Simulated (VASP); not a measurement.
Crystal: Ag.

```xyz
1
Lattice="0.0000 2.0427 2.0427 2.0427 0.0000 2.0427 2.0427 2.0427 0.0000" Properties=species:S:1:pos:R:3 pbc="T T T"
Ag    0.0000    0.0000    0.0000
```

- Program: VASP 6.6.1
- Task: relaxation of cell and atoms
- Functional: revPBE
- Dispersion: D3(BJ)
- Potentials or basis: VASP PAW PBE potentials, release 64 (Ag)
- Cutoff: 600 eV
- k mesh: 11 × 11 × 11
- Occupations: fermi-dirac, width 0.05 eV
- Spin: no spin polarisation

At the start: pressure -3.8 GPa; volume 17.05 Å³/atom.

How do energy, volume and symmetry change on relaxing?

Over 3 steps the energy falls by 7.2 meV/atom and the volume is 16.46 Å³/atom (-3.5 %); space group Fm-3m (No. 225, to 0.05 Å).

Step by step:
```csv
step,energy change (eV),largest force (eV/Å),pressure (GPa),volume (Å³)
1,0.0000,0.0000,-3.75,17.05
2,-0.0039,0.0000,2.96,16.08
3,-0.0072,0.0000,0.00,16.46
```

Final structure:
```
Ag
1.0
     0.00000    2.01888    2.01888
     2.01888    0.00000    2.01888
     2.01888    2.01888    0.00000
Ag
1
Direct
  0.00000 0.00000 0.00000
```

Caveat: the PAW data sets were made with another functional, which shifts forces and pressure a little; pairwise dispersion overbinds metals, which lowers pressure and volume.
